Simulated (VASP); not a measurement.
# PbO (Litharge) (P4/nmm) in VASP: settings compared, part 2 of 2

VASP 6.6.1.

## (4) Relaxation of cell and atoms, PBE+D3(BJ)

This run uses another cell than the first one, of 19.94 Å³/atom, 1.007 times its volume.

Contents of INCAR:

```
PREC = Accurate ; ENCUT = 600
EDIFF = 1E-6 ; ISMEAR = -1
SIGMA = 0.02 ; LREAL = F
LASPH = T ; NELM = 80
ALGO = Normal ; ISIF = 3
LWAVE = F ; LCHARG = F
GGA = PE ; IVDW = 12
IBRION = 2 ; NSW = 80
EDIFFG = -0.005
```

Contents of KPOINTS:

```
Automatic mesh
0
Gamma
  6 6 6
```

Contents of POSCAR:

```
PbO
1.0
    3.9900000000      0.0000000000      0.0000000000
    0.0000000000      3.9900000000      0.0000000000
    0.0000000000      0.0000000000      5.0100000000
Pb O
2 2
Direct
    0.0000000000      0.5000000000      0.2400000000
    0.5000000000      0.0000000000      0.7600000000
    0.0000000000      0.0000000000      0.0000000000
    0.5000000000      0.5000000000      0.0000000000
```

Potentials or basis: VASP PAW PBE potentials, release 64 (Pb_d, O).

Run with:

```sh
> cat potpaw_PBE.64/Pb_d/POTCAR potpaw_PBE.64/O/POTCAR > POTCAR
> mpirun -np 1 vasp_std > vasp.out
```

OUTCAR:

```text
PREC = Accurate
   ENCUT = 600
   EDIFF = 1E-6
   ISMEAR = -1
   LREAL = F
   LASPH = T
   NELM = 80
   ISIF = 3
   GGA = PE
   IVDW = 12
   IBRION = 2
   NSW = 80
   EDIFFG = -0.005
 IVDW          = 12

 ion  position               nearest neighbor table
   1  0.000  0.500  0.240-   3 2.33   4 2.33   3 2.33   4 2.33   2 3.71   2 3.71   2 3.71   2 3.71
                             2 3.84   2 3.84   2 3.84   2 3.84
   2  0.500  0.000  0.760-   3 2.33   4 2.33   4 2.33   3 2.33   1 3.71   1 3.71   1 3.71   1 3.71
                             1 3.84   1 3.84   1 3.84   1 3.84
   3  0.000  0.000  0.000-   1 2.33   2 2.33   1 2.33   2 2.33
   4  0.500  0.500  0.000-   1 2.33   2 2.33   2 2.33   1 2.33

  LATTYP: Found a simple tetragonal cell.
 ALAT       =     3.9900000000
 C/A-ratio  =     1.2556390977

  Lattice vectors:

 A1 = (   3.9900000000,   0.0000000000,   0.0000000000)
 A2 = (   0.0000000000,   3.9900000000,   0.0000000000)
 A3 = (   0.0000000000,   0.0000000000,   5.0100000000)

Analysis of symmetry for initial positions (statically):
=====================================================================
 Subroutine PRICEL returns:
 Original cell was already a primitive cell.

 Routine SETGRP: Setting up the symmetry group for a
 simple tetragonal supercell.

 Subroutine GETGRP returns: Found 16 space group operations
 (whereof  8 operations were pure point group operations)
 out of a pool of 16 trial point group operations.

The static configuration has the point symmetry D_2d.
 The point group associated with its full space group is D_4h.

Analysis of symmetry for dynamics (positions and initial velocities):
=====================================================================
 Subroutine PRICEL returns:
 Original cell was already a primitive cell.

 Routine SETGRP: Setting up the symmetry group for a
 simple tetragonal supercell.

 Subroutine GETGRP returns: Found 16 space group operations
 (whereof  8 operations were pure point group operations)
 out of a pool of 16 trial point group operations.

The dynamic configuration has the point symmetry D_2d.
 The point group associated with its full space group is D_4h.
[... 119 lines left out ...]
   EFERMI_NEDOS =   21; number of points for ismear=-14 and -15
   IALGO  =     38    algorithm
   IMIX   =      4    mixing-type and parameters
     AMIX     =   0.40;   BMIX     =  1.00
     AMIX_MAG =   1.60;   BMIX_MAG =  1.00
  volume/ion in A,a.u.               =      19.94       134.56
  Fermi-wavevector in a.u.,A,eV,Ry     =   1.300670  2.457909 23.017539  1.691741
  Thomas-Fermi vector in A             =   2.431853
   LORBIT       =      0    0 simple, 1 ext, 2 COOP (PROOUT), +10 PAW based schemes
   GGA     = PE    functional components
   LHFCALC =     F    Hartree Fock is set to
   AEXX    =    0.0000 exact exchange contribution
   IVDW    =    12    specifies the selected vdW correction
   LEPSILON=     F    determine dielectric tensor
   LRPA    =     F    only Hartree local field effects (RPA)
 conjugate gradient relaxation of ions
 non-spin polarized calculation
  energy-cutoff  :      600.00
  volume of cell :       79.76
 maximum number of plane-waves:      2680
 NGX is ok and might be reduce to    32
   NGX = 15   NGY = 15   NGZ = 21

--------------------------------------- Ionic step        1  -------------------------------------------

 number of electron      40.0000002 magnetization

 Free energy of the ion-electron system (eV)
  ---------------------------------------------------
  ext. energy  EPLUGINS =         0.00000000
  ---------------------------------------------------
  free energy    TOTEN  =       -21.44166714 eV

  energy without entropy =      -21.44166714  energy(sigma->0) =      -21.44166714

------------------------ aborting loop because EDIFF is reached ----------------------------------------

 Edisp (eV)   -0.95200

 E8    (eV) :    -0.4363
[... 111 lines left out ...]
  FREE ENERGIE OF THE ION-ELECTRON SYSTEM (eV)
  ---------------------------------------------------
  free  energy   TOTEN  =       -22.3984419906 eV

  energy  without entropy=      -22.3984419906  energy(sigma->0) =      -22.39844199

[... ionic steps 4 to 11 ...]

--------------------------------------- Ionic step       12  -------------------------------------------

 number of electron      40.0000011 magnetization

------------------------ aborting loop because EDIFF is reached ----------------------------------------
[... 79 lines left out ...]
--------------------------------------- Ionic step       14  -------------------------------------------

 number of electron      40.0000011 magnetization

 Free energy of the ion-electron system (eV)
  ---------------------------------------------------
  ext. energy  EPLUGINS =         0.00000000
  ---------------------------------------------------
  free energy    TOTEN  =       -21.46160600 eV

  energy without entropy =      -21.46160600  energy(sigma->0) =      -21.46160600

 E-fermi :   5.2549     XC(G=0):  -9.7644

 val. band max:        4.8491832433   @ k =   0.1667   0.0000   0.0000
 cond. band min:       6.1098132693   @ k =   0.5000   0.5000   0.0000
 fundamental gap:      1.2606300260
 Fermi energy:         5.2548954647

 k-point     1 :       0.0000    0.0000    0.0000
  band No.  band energies     occupation
      1     -13.1956      2.00000
      2     -12.7605      2.00000
      3     -11.0693      2.00000
      4     -11.0693      2.00000
      5     -11.0187      2.00000
      6     -10.9779      2.00000
[... 637 lines left out ...]
     23      11.1534      0.00000
     24      11.1534      0.00000

 [... further k-points ...]

------------------------ aborting loop because EDIFF is reached ----------------------------------------

 Edisp (eV)   -0.93954

 E8    (eV) :    -0.4308
[... 27 lines left out ...]
  FREE ENERGIE OF THE ION-ELECTRON SYSTEM (eV)
  ---------------------------------------------------
  free  energy   TOTEN  =       -22.4011481600 eV

  energy  without entropy=      -22.4011481600  energy(sigma->0) =      -22.40114816

 reached required accuracy - stopping structural energy minimisation
```

CONTCAR:

```text
PbO
   1.00000000000000
     4.0360546934507759    0.0000000000000000    0.0000000000000000
     0.0000000000000000    4.0360546934507759    0.0000000000000000
     0.0000000000000000   -0.0000000000000000    4.9610327939741845
  Pb              O
     2     2
Direct
     0.0000000000000000    0.5000000000000000    0.2393771070109434
     0.5000000000000000    0.0000000000000000    0.7606228929890565
     0.0000000000000000    0.0000000000000000    0.0000000000000000
     0.5000000000000000    0.5000000000000000    0.0000000000000000

  0.00000000E+00  0.00000000E+00  0.00000000E+00
  0.00000000E+00  0.00000000E+00  0.00000000E+00
  0.00000000E+00  0.00000000E+00  0.00000000E+00
  0.00000000E+00  0.00000000E+00  0.00000000E+00
```

It took 3.5 min on 1 thread of Intel Xeon 6975P-C (Granite Rapids), shared host; peak memory 0.27 GiB.

What came out:

| Property | Result |
| --- | --- |
| Free energy | -22.4011 eV |
| Relaxed volume | 20.20 Å³/atom |
| Relaxed cell | a = 4.036 Å, b = 4.036 Å, c = 4.961 Å, α = 90.00°, β = 90.00°, γ = 90.00° |
| Space group after relaxing (to 0.05 Å) | P4/nmm (No. 129) |
| Energy gained by relaxing | 1.9 meV/atom |
| Ionic steps | 14 |
| Pressure after relaxing | 0.0 GPa |
| Largest force after relaxing | 0.004 eV/Å |
| Band gap on the k mesh | 1.26 eV, indirect (least direct gap 2.15 eV) |
| Dispersion energy per atom | -0.235 eV |

Forces in eV/Å, atoms in the order of the input:
```
Pb   0.000  0.000  0.004
Pb   0.000  0.000 -0.004
O    0.000  0.000  0.000
O    0.000  0.000  0.000
```

The path:
```
step  energy change (eV)  largest force (eV/Å)  pressure (GPa)  volume (Å³)
   1              0.0000                0.0390            1.10        79.76
   2             -0.0039                0.2133           -0.63        81.35
   3             -0.0048                0.1388           -0.13        80.87
   4             -0.0069                0.0491           -0.04        81.05
   5             -0.0073                0.0325            0.03        81.21
   6             -0.0073                0.0118           -0.02        81.17
   7             -0.0073                0.0082           -0.01        81.17
   8             -0.0074                0.0062           -0.02        81.15
   9             -0.0074                0.0002           -0.04        81.09
  10             -0.0075                0.0123           -0.09        80.98
  11             -0.0075                0.0113           -0.07        80.96
  12             -0.0075                0.0051           -0.04        80.90
  13             -0.0075                0.0057            0.02        80.78
  14             -0.0075                0.0041            0.02        80.81
```

Final structure:
```
CELL_PARAMETERS angstrom
4.03605 0.00000 0.00000
0.00000 4.03605 0.00000
0.00000 0.00000 4.96103
ATOMIC_POSITIONS crystal
Pb 0.00000 0.50000 0.23938
Pb 0.50000 0.00000 0.76062
O 0.00000 0.00000 0.00000
O 0.50000 0.50000 0.00000
```

Caveat: spin-orbit coupling is left out, which moves the levels of the heavy elements.

## (5) Single point, PBE, non-collinear spin, zero start, spin-orbit coupling

Contents of INCAR:

```
PREC = Accurate ; ENCUT = 520
EDIFF = 1E-6 ; ISMEAR = -1
SIGMA = 0.02 ; LREAL = False
LASPH = True ; NELM = 150
ALGO = Normal ; ISIF = 2
LWAVE = False ; LCHARG = False
LNONCOLLINEAR = True ; MAGMOM = 0 0 0 0 0 0 0 0 0 0 0 0
LORBIT = 11 ; LSORBIT = True
GGA_COMPAT = False ; LORBMOM = True
GGA = PE ; NBANDS = 54
```

KPOINTS is that of step 4.

Contents of POSCAR:

```
PbO
1.0
    3.9804038992      0.0000000000      0.0000000000
    0.0000000000      3.9804038992      0.0000000000
    0.0000000000      0.0000000000      5.0009130541
Pb O
2 2
Direct
    0.0000000000      0.5000000000      0.2366325577
    0.5000000000      0.0000000000      0.7633674423
    0.0000000000      0.0000000000      0.0000000000
    0.5000000000      0.5000000000      0.0000000000
```

Run with:

```sh
> cat potpaw_PBE.64/Pb_d/POTCAR potpaw_PBE.64/O/POTCAR > POTCAR
> mpirun -np 1 vasp_ncl > vasp.out
```

It took 6.6 min on 1 thread of Intel Xeon Platinum 8488C (Sapphire Rapids), shared host; peak memory 0.47 GiB.

The run converged. Its results:

- Free energy: -22.1695 eV
- Pressure: 4.4 GPa
- Largest force: 0.424 eV/Å
- Net moment: 0.00 μB per cell
- Valence electrons inside the program's atomic spheres: Pb 11.90; O 4.97

Forces in eV/Å, atoms in the order of the input:
```
Pb   0.000  0.000  0.424
Pb   0.000  0.000 -0.424
O    0.000  0.000  0.000
O    0.000  0.000  0.000
```

Stress tensor (GPa, compression positive):
```
4.64 0.00 0.00
0.00 4.64 0.00
0.00 0.00 4.00
```

Moments on the atoms (μB; x, y, z):
```
Pb  0.00 0.00 0.00
Pb  0.00 0.00 0.00
O   0.00 0.00 0.00
O   0.00 0.00 0.00
```

## (6) The runs side by side

| task | level | spin | cell | cutoff (eV) | smearing | gap on the mesh (eV) | pressure (GPa) | largest force (eV/Å) |
| --- | --- | --- | --- | --- | --- | --- | --- | --- |
| single point | r2SCAN+rVV10 | off | a = 3.980, b = 3.980, c = 5.001 Å, 4 atoms | 520 | fermi-dirac 0.02 eV | 1.49 | 0.7 | 0.12 |
| single point | r2SCAN | off | a = 3.980, b = 3.980, c = 5.001 Å, 4 atoms | 520 | gaussian 0.01 eV | 1.54 | 1.7 | 0.10 |
| relaxation of cell and atoms | PBE+D3(BJ) | off | relaxed from a = 3.990, b = 3.990, c = 5.010 Å, 4 atoms | 600 | fermi-dirac 0.02 eV | 1.26 | 0.0 | - |
| single point | PBE | non-collinear, zero start, SOC | a = 3.980, b = 3.980, c = 5.001 Å, 4 atoms | 520 | fermi-dirac 0.02 eV | - | 4.4 | 0.42 |

Alike in all rows: potentials or basis VASP PAW PBE potentials, release 64 (Pb_d, O); k mesh 6 × 6 × 6.

The pressure there spans 0.7 GPa (r2SCAN+rVV10) to 4.4 GPa (PBE); a positive pressure means that this level wants a larger cell, a negative one a smaller.

Caveats: spin-orbit coupling is left out, which moves the levels of the heavy elements (some runs); the PAW data sets were made with another functional, which shifts forces and pressure a little (some runs).

Total energies depend on the potentials used, so only differences within one code and one set of settings carry meaning.
